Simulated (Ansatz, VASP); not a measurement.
# Zn2SiN in VASP and in Ansatz

```
Zn Si N
1.0
     3.08262    0.00000    0.00000
    -1.54131    2.66963    0.00000
     0.00000    0.00000    6.50658
Zn Si N
2 1 1
Cartesian
  0.0000 1.7798 1.1286
  1.5413 0.8899 5.3780
  0.0000 0.0000 3.2533
  0.0000 0.0000 0.0000
```

Change from the starting cell: species swapped into the GdAgSe2 type (P-3m1, No. 164).

Alike in both runs: task single point; functional PBE; k mesh 6 × 6 × 4; occupations gaussian, width 0.1 eV; collinear spin.

|  | VASP | Ansatz |
| --- | --- | --- |
| version | VASP 6.6.1 | Ansatz 0.2.0 |
| potentials or method | VASP PAW PBE potentials, release 64 (Zn, Si, N), cutoff 600 eV | scalar-relativistic, plane waves, PAW |
| valence electrons in the cell | 33 | 33 |

```tsv
	VASP	Ansatz	Ansatz less VASP
gap on the k mesh at the Fermi level (eV)	none	none	-
pressure (GPa)	0.4	0.0	-0.43
traceless stress, the component that is largest in VASP (GPa)	0.16	0.26	+0.092
rms of the force components (eV/Å)	0.019	0.001	-0.0177
net moment per atom (μB)	0.00	0.00	0.000
```

Atom by atom the forces differ by 0.020 eV/Å (rms over components). A gap of «none» marks a metal or a gap that the smearing closes. Ansatz's warnings: seeded moment not kept.

The k mesh is coarse, so the values compare programs but aren't converged.
